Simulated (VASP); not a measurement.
# MgCd3Se2 (P6/mmm) in VASP: single point with PBE

Aim: the single point of MgCd3Se2 with PBE.

Program: VASP 6.6.1. These are calculated values, not measurements. Logs are shortened: lines on timing, memory, paths and dates and some standing lists are left out, and cuts for length are marked.

## 1. The cell of the first run

It takes space group P6/mmm (No. 191, hexagonal). Conventional cell: a = 5.873 Å, b = 5.873 Å, c = 7.448 Å, α = 90.00°, β = 90.00°, γ = 120.00°. Within 3.4 Å of Mg (site symmetry 6/mmm) lie 2 Se at 2.55 Å and 6 Cd at 2.94 Å. Within 3.9 Å of Cd (site symmetry mmm) lie 4 Cd at 2.94 Å and 2 Mg at 2.94 Å and 4 Se at 3.89 Å. Within 3.1 Å of Se (site symmetry 6mm) lie 1 Se at 2.35 Å and 1 Mg at 2.55 Å.

## 2. Single point, PBE

INCAR

```
SYSTEM = MgCd3Se2
PREC     = Accurate       ! precision mode
ENCUT    = 520            ! plane-wave cutoff, eV
EDIFF    = 1E-7           ! SCF threshold, eV
ISMEAR   = 0              ! smearing method
SIGMA    = 0.1            ! smearing width, eV
LREAL    = .FALSE.        ! projectors in reciprocal space
LASPH    = .TRUE.         ! aspherical terms in the spheres
NELM     = 80             ! most SCF steps
ALGO     = Normal         ! electronic algorithm
ISIF     = 2              ! what is computed and relaxed
LWAVE    = .FALSE.        ! write WAVECAR
LCHARG   = .TRUE.         ! write CHGCAR
GGA      = PE             ! functional
LELF     = .TRUE.         ! ELF
LVHAR    = .TRUE.       
NBANDS   = 34             ! bands
```

KPOINTS

```
regular mesh
0
G
  6 6 4
  0 0 0
```

POSCAR

```
MgCd3Se2
1.0
    5.8733552450      0.0000000036      0.0000000000
   -2.9366776257      5.0864748458      0.0000000000
    0.0000000000      0.0000000000      7.4482623790
Mg Cd Se
1 3 2
Direct
    0.0000000000      0.0000000000      0.0000000000
    0.4999984204      0.5000015796      0.0000000000
    0.4999984204     -0.0000031591      0.0000000000
    1.0000031591      0.5000015796      0.0000000000
    0.0000000000      0.0000000000      0.6576733868
    0.0000000000      0.0000000000      0.3423266132
```

Potentials or basis: VASP PAW PBE potentials, release 64 (Mg, Cd, Se).

On the command line:

```
> cat potpaw_PBE.64/Mg/POTCAR potpaw_PBE.64/Cd/POTCAR potpaw_PBE.64/Se/POTCAR > POTCAR
> mpirun -np 1 vasp_std > vasp.out
```

OUTCAR:

```text
SYSTEM = MgCd3Se2
   PREC = Accurate
   ENCUT = 520
   EDIFF = 1E-7
   ISMEAR = 0
   LREAL = .FALSE.
   LASPH = .TRUE.
   NELM = 80
   ISIF = 2
   GGA = PE

 ion  position               nearest neighbor table
   1  0.000  0.000  0.000-   5 2.55   6 2.55   3 2.94   4 2.94   2 2.94   2 2.94   3 2.94   4 2.94

   2  0.500  0.500  0.000-   4 2.94   3 2.94   1 2.94   1 2.94   4 2.94   3 2.94
   3  0.500  1.000  0.000-   4 2.94   2 2.94   1 2.94   1 2.94   4 2.94   2 2.94
   4  0.000  0.500  0.000-   3 2.94   2 2.94   1 2.94   1 2.94   3 2.94   2 2.94
   5  0.000  0.000  0.658-   6 2.35   1 2.55
   6  0.000  0.000  0.342-   5 2.35   1 2.55

  LATTYP: Found a hexagonal cell.
 ALAT       =     5.8733552450
 C/A-ratio  =     1.2681443686

  Lattice vectors:

 A1 = (   5.8733552450,   0.0000000036,   0.0000000000)
 A2 = (  -2.9366776257,   5.0864748458,   0.0000000000)
 A3 = (   0.0000000000,   0.0000000000,   7.4482623790)

Analysis of symmetry for initial positions (statically):
=====================================================================
 Subroutine PRICEL returns:
 Original cell was already a primitive cell.

 Routine SETGRP: Setting up the symmetry group for a
 hexagonal supercell.

 Subroutine GETGRP returns: Found 24 space group operations
 (whereof 24 operations were pure point group operations)
 out of a pool of 24 trial point group operations.

The static configuration has the point symmetry D_6h.

Analysis of symmetry for dynamics (positions and initial velocities):
=====================================================================
 Subroutine PRICEL returns:
 Original cell was already a primitive cell.

 Routine SETGRP: Setting up the symmetry group for a
 hexagonal supercell.

 Subroutine GETGRP returns: Found 24 space group operations
 (whereof 24 operations were pure point group operations)
 out of a pool of 24 trial point group operations.

The dynamic configuration has the point symmetry D_6h.

 Subroutine INISYM returns: Found 24 space group operations
 (whereof 24 operations are pure point group operations),
 and found     1 'primitive' translations

----------------------------------------------------------------------------------------

                                     Primitive cell

  volume of cell :     222.5144

  direct lattice vectors                    reciprocal lattice vectors
     5.873355245  0.000000004  0.000000000     0.170260432  0.098299906  0.000000000
    -2.936677626  5.086474846  0.000000000    -0.000000000  0.196599812  0.000000000
     0.000000000  0.000000000  7.448262379     0.000000000  0.000000000  0.134259502

  length of vectors
     5.873355245  5.873355245  7.448262379     0.196599812  0.196599812  0.134259502

  position of ions in fractional coordinates (direct lattice)
     0.000000000  0.000000000  0.000000000
     0.499998420  0.500001580  0.000000000
     0.499998420  0.999996841  0.000000000
     0.000003159  0.500001580  0.000000000
     0.000000000  0.000000000  0.657673387
     0.000000000  0.000000000  0.342326613

  ion indices of the primitive-cell ions
   primitive index   ion index
                 1           1
                 2           2
                 3           3
                 4           4
                 5           5
                 6           6

----------------------------------------------------------------------------------------

 KPOINTS: regular mesh

Automatic generation of k-mesh.
 Grid dimensions read from file:
 generate k-points for:    6    6    4

 Generating k-lattice:

  Cartesian coordinates                     Fractional coordinates (reciprocal lattice)
     0.028376739  0.016383318  0.000000000     0.166666667  0.000000000  0.000000000
    -0.000000000  0.032766635  0.000000000    -0.000000000  0.166666667  0.000000000
     0.000000000  0.000000000  0.033564876     0.000000000  0.000000000  0.250000000

  Length of vectors
     0.032766635  0.032766635  0.033564876

  Shift w.r.t. Gamma in fractional coordinates (k-lattice)
     0.000000000  0.000000000  0.000000000

 Subroutine IBZKPT returns following result:
 ===========================================

 Found     21 irreducible k-points:

 Following reciprocal coordinates:
            Coordinates               Weight
  0.000000  0.000000  0.000000      1.000000
  0.166667  0.000000  0.000000      6.000000
  0.333333  0.000000  0.000000      6.000000
  0.500000  0.000000  0.000000      3.000000
  0.166667  0.166667  0.000000      6.000000
  0.333333  0.166667  0.000000     12.000000
[... 13 lines left out ...]
  0.333333  0.166667  0.500000     12.000000
  0.333333  0.333333  0.500000      2.000000
   k-points           NKPTS =     21   k-points in BZ     NKDIM =     21   number of bands    NBANDS=     34
   number of dos      NEDOS =    301   number of ions     NIONS =      6
   total plane-waves  NPLWV = 129024
   dimension x,y,z NGX =    48 NGY =   48 NGZ =   56
   dimension x,y,z NGXF=    96 NGYF=   96 NGZF=  112
   ions per type =               1   3   2
   NGX,Y,Z   is equivalent  to a cutoff of  13.59, 13.59, 12.50 a.u.
   NGXF,Y,Z  is equivalent  to a cutoff of  27.17, 27.17, 25.00 a.u.
 SYSTEM =  MgCd3Se2
   PREC   = accura    normal or accurate (medium, high low for compatibility)
   ISTART =      0    job   : 0-new  1-cont  2-samecut
   ICHARG =      2    charge: 1-file 2-atom 10-const
   ISPIN  =      1    spin polarized calculation?
   LNONCOLLINEAR =      F non collinear calculations
   LSORBIT =      F    spin-orbit coupling
   LASPH  =      T    aspherical Exc in radial PAW
   ENCUT  =  520.0 eV  38.22 Ry    6.18 a.u.  10.92 10.92 13.85*2*pi/ulx,y,z
   NELM   =     80;   NELMIN=  2; NELMDL= -5     # of ELM steps
   EDIFF  = 0.1E-06   stopping-criterion for ELM
   LREAL  =      F    real-space projection
   EDIFFG = 0.1E-05   stopping-criterion for IOM
   NSW    =      0    number of steps for IOM
   IBRION =     -1    ionic relax: 0-MD 1-quasi-New 2-CG
   NFREE  =      0    steps in history (QN), initial steepest desc. (CG)
   ISIF   =      2    stress and relaxation
   ISYM   =      2    0-nonsym 1-usesym 2-fastsym
   POTIM  = 0.5000    time-step for ionic-motion
   TEBEG  =    0.0;   TEEND  =   0.0 temperature during run
   PSTRESS=    0.0 pullay stress
   NELECT =      50.0000    total number of electrons
   NUPDOWN=      -1.0000    fix difference up-down
   EMIN   =  10.00;   EMAX   =-10.00  energy-range for DOS
   EFERMI =   0.00;   METHOD = LEGACY
   ISMEAR =     0;   SIGMA  =   0.10  broadening in eV -4-tet -1-fermi 0-gaus
   EFERMI_NEDOS =   21; number of points for ismear=-14 and -15
   IALGO  =     38    algorithm
   IMIX   =      4    mixing-type and parameters
     AMIX     =   0.40;   BMIX     =  1.00
     AMIX_MAG =   1.60;   BMIX_MAG =  1.00
  volume/ion in A,a.u.               =      37.09       250.27
  Fermi-wavevector in a.u.,A,eV,Ry     =   0.995280  1.880807 13.477701  0.990583
  Thomas-Fermi vector in A             =   2.127290
   LORBIT       =      0    0 simple, 1 ext, 2 COOP (PROOUT), +10 PAW based schemes
   GGA     = PE    functional components
   LHFCALC =     F    Hartree Fock is set to
   AEXX    =    0.0000 exact exchange contribution
   IVDW    =     0    specifies the selected vdW correction
   LEPSILON=     F    determine dielectric tensor
   LRPA    =     F    only Hartree local field effects (RPA)
 non-spin polarized calculation
 Gauss-broadening in eV      SIGMA  =   0.10
  energy-cutoff  :      520.00
  volume of cell :      222.51
 maximum number of plane-waves:      6020
 NGX is ok and might be reduce to    48
   NGX = 21   NGY = 21   NGZ = 27

 number of electron      50.0000012 magnetization

 Free energy of the ion-electron system (eV)
  ---------------------------------------------------
  ext. energy  EPLUGINS =         0.00000000
  ---------------------------------------------------
  free energy    TOTEN  =       -10.12626838 eV

  energy without entropy =      -10.11787895  energy(sigma->0) =      -10.12207366

 E-fermi :  -0.0897     XC(G=0):  -7.2982

 val. band max:       -0.1311350097   @ k =   0.3333   0.0000   0.5000
 cond. band min:      -0.0825388093   @ k =   0.1667   0.1667   0.5000
 fundamental gap:      0.0485962004
 Fermi energy:        -0.0897474708

 k-point     1 :       0.0000    0.0000    0.0000
  band No.  band energies     occupation
      1     -13.8922      2.00000
      2     -11.2766      2.00000
      3      -9.8071      2.00000
      4      -9.5475      2.00000
      5      -9.5475      2.00000
      6      -9.3267      2.00000
[... 26 lines left out ...]
     33       4.8656      0.00000
     34       4.8656      0.00000

 k-point     2 :       0.1667    0.0000    0.0000
  band No.  band energies     occupation
      1     -13.8897      2.00000
      2     -11.2783      2.00000
      3      -9.7341      2.00000
      4      -9.5271      2.00000
      5      -9.4662      2.00000
      6      -9.2773      2.00000
[... 26 lines left out ...]
     33       4.9361      0.00000
     34       5.0074      0.00000

 k-point     3 :       0.3333    0.0000    0.0000
  band No.  band energies     occupation
      1     -13.8845      2.00000
      2     -11.2817      2.00000
      3      -9.5979      2.00000
      4      -9.4358      2.00000
      5      -9.2400      2.00000
      6      -9.1333      2.00000
[... 26 lines left out ...]
     33       5.2924      0.00000
     34       5.6077      0.00000

 k-point     4 :       0.5000    0.0000    0.0000
  band No.  band energies     occupation
      1     -13.8820      2.00000
      2     -11.2834      2.00000
      3      -9.5620      2.00000
      4      -9.2919      2.00000
      5      -9.0903      2.00000
      6      -9.0025      2.00000
[... 26 lines left out ...]
     33       5.0207      0.00000
     34       5.4336      0.00000

 k-point     5 :       0.1667    0.1667    0.0000
  band No.  band energies     occupation
      1     -13.8858      2.00000
      2     -11.2809      2.00000
      3      -9.6052      2.00000
      4      -9.4860      2.00000
      5      -9.3368      2.00000
      6      -9.1644      2.00000
[... 510 lines left out ...]
 k-point    19 :       0.1667    0.1667    0.5000
  band No.  band energies     occupation
      1     -13.8612      2.00000
      2     -11.3853      2.00000
      3      -9.6013      2.00000
      4      -9.4860      2.00000
      5      -9.3311      2.00000
      6      -9.1470      2.00000
[... 26 lines left out ...]
     33       5.7140      0.00000
     34       5.7864      0.00000

 k-point    20 :       0.3333    0.1667    0.5000
  band No.  band energies     occupation
      1     -13.8596      2.00000
      2     -11.3701      2.00000
      3      -9.4890      2.00000
      4      -9.3368      2.00000
      5      -9.1536      2.00000
      6      -9.0732      2.00000
[... 26 lines left out ...]
     33       5.9577      0.00000
     34       6.0489      0.00000

 k-point    21 :       0.3333    0.3333    0.5000
  band No.  band energies     occupation
      1     -13.8591      2.00000
      2     -11.3651      2.00000
      3      -9.3503      2.00000
      4      -9.1994      2.00000
      5      -9.1992      2.00000
      6      -9.0767      2.00000
[... 26 lines left out ...]
     33       6.0026      0.00000
     34       6.0026      0.00000

------------------------ aborting loop because EDIFF is reached ----------------------------------------

  FORCE on cell =-STRESS in cart. coord.  units (eV):
  Direction    XX          YY          ZZ          XY          YZ          ZX
  --------------------------------------------------------------------------------------
  -------------------------------------------------------------------------------------
  Total        0.1738447      0.1738447      0.0111845     -0.0000000      0.0000000      0.0000000
  in kB        1.2517390      1.2517390      0.0805322     -0.0000000      0.0000000      0.0000000
  external PRESSURE =       0.8613368 kB  Pullay stress =       0.0000000 kB

 VOLUME and BASIS-vectors are now :
 -----------------------------------------------------------------------------
  energy-cutoff  :      520.00
  volume of cell :      222.51
      direct lattice vectors                 reciprocal lattice vectors
     5.873355245  0.000000004  0.000000000     0.170260432  0.098299906  0.000000000
    -2.936677626  5.086474846  0.000000000    -0.000000000  0.196599812  0.000000000
     0.000000000  0.000000000  7.448262379     0.000000000  0.000000000  0.134259502

 POSITION                                       TOTAL-FORCE (eV/Angst)
 -----------------------------------------------------------------------------------
      0.00000      0.00000      0.00000        -0.000000      0.000000      0.000000
      1.46832      2.54325      0.00000         0.000000      0.000000      0.000000
     -0.00000      5.08646      0.00000        -0.000000      0.000000      0.000000
     -1.46832      2.54325      0.00000        -0.000000      0.000000      0.000000
      0.00000      0.00000      4.89852        -0.000000     -0.000000      0.028827
      0.00000      0.00000      2.54974        -0.000000     -0.000000     -0.028827
 -----------------------------------------------------------------------------------
    total drift:                                0.000000     -0.000000      0.000000

  FREE ENERGIE OF THE ION-ELECTRON SYSTEM (eV)
  ---------------------------------------------------
  free  energy   TOTEN  =       -10.1262683768 eV

  energy  without entropy=      -10.1178789523  energy(sigma->0) =      -10.12207366
```

It took 2.6 min on 1 thread of Intel Xeon Platinum 8488C (Sapphire Rapids), shared host; peak memory 0.43 GiB.

Results:

```
Free energy            : -10.1263 eV
Pressure               : 0.1 GPa
Largest force          : 0.029 eV/Å
Band gap on the k mesh : zero (band 25 reaches 0.29 eV, above the bottom of band 26 at -0.33 eV)
```

Forces in eV/Å, atoms in the order of the input:
```
Mg   0.000  0.000  0.000
Cd   0.000  0.000  0.000
Cd   0.000  0.000  0.000
Cd   0.000  0.000  0.000
Se   0.000  0.000  0.029
Se   0.000  0.000 -0.029
```
